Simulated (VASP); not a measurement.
Crystal: Pb.

```xyz
1
Lattice="-1.9797 1.9797 1.9797 1.9797 -1.9797 1.9797 1.9797 1.9797 -1.9797" Properties=species:S:1:pos:R:3 pbc="T T T"
Pb    0.0000    0.0000    0.0000
```

This isn't the form of Pb at room conditions, which is fcc.

* Program: VASP 6.6.1
* Task: relaxation of cell and atoms
* Functional: PBE
* Dispersion: D4
* Potentials or basis: VASP PAW PBE potentials, release 64 (Pb_d)
* Cutoff: 600 eV
* k mesh: 9 × 9 × 9
* Occupations: fermi-dirac, width 0.05 eV
* Spin: no spin polarisation

At the start: pressure -1.2 GPa; volume 31.03 Å³/atom.

Problem. How do energy, volume and symmetry change on relaxing?

Solution. Over 6 steps the energy falls by 3.6 meV/atom and the volume is 30.15 Å³/atom (-2.9 %); space group Im-3m (No. 229, to 0.1 Å) before and after.

The path:
| step | energy change (eV) | largest force (eV/Å) | pressure (GPa) | volume (Å³) |
| --- | --- | --- | --- | --- |
| 1 | 0.0000 | 0.0000 | -1.20 | 31.03 |
| 2 | -0.0035 | 0.0000 | 0.21 | 30.00 |
| 3 | -0.0036 | 0.0000 | 0.12 | 30.13 |
| 4 | -0.0036 | 0.0000 | -0.29 | 30.21 |
| 5 | -0.0036 | 0.0000 | -0.07 | 30.15 |
| 6 | -0.0036 | 0.0000 | -0.04 | 30.15 |

Final structure:
```
Pb
1.0
    -1.96063    1.96063    1.96063
     1.96063   -1.96063    1.96063
     1.96063    1.96063   -1.96063
Pb
1
Direct
  0.00000 0.00000 0.00000
```
